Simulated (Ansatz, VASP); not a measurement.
## Two plane-wave programs on ZnS

```
Zn S
1.0
     3.81100    0.00000    0.00000
    -1.90550    3.30042    0.00000
     0.00000    0.00000    6.23400
Zn S
2 2
Direct
  0.33333 0.66667 0.00000
  0.66667 0.33333 0.50000
  0.35606 0.71212 0.38500
  0.66667 0.33333 0.88500
```

Alike in both runs: task single point; functional r2SCAN; k mesh 6 × 6 × 4; occupations gaussian, width 0.05 eV; no spin polarisation.

|  | VASP | Ansatz |
| --- | --- | --- |
| version | VASP 6.6.1 | Ansatz 0.2.0 |
| potentials or method | VASP PAW PBE potentials, release 64 (Zn, S), cutoff 520 eV | scalar-relativistic, plane waves, PAW |
| valence electrons in the cell | 36 | 36 |

Ansatz gave:

```
gap on the k mesh at the Fermi level (eV)                     : 2.78
least direct gap on the mesh (eV)                             : 2.78
pressure (GPa)                                                : 0.7
traceless stress, the component that is largest in VASP (GPa) : 3.35
rms of the force components (eV/Å)                            : 0.598
```

Q: Which values does VASP return?

A: gap on the k mesh at the Fermi level (eV): 2.79; least direct gap on the mesh (eV): 2.79; pressure (GPa): 0.7; traceless stress, the component that is largest in VASP (GPa): 3.38; rms of the force components (eV/Å): 0.602.

VASP's potentials were made for PBE, not for r2SCAN. Atom by atom the forces differ by 0.004 eV/Å (rms over components). With one functional, cell and mesh, what is left measures potentials, basis and numerics.
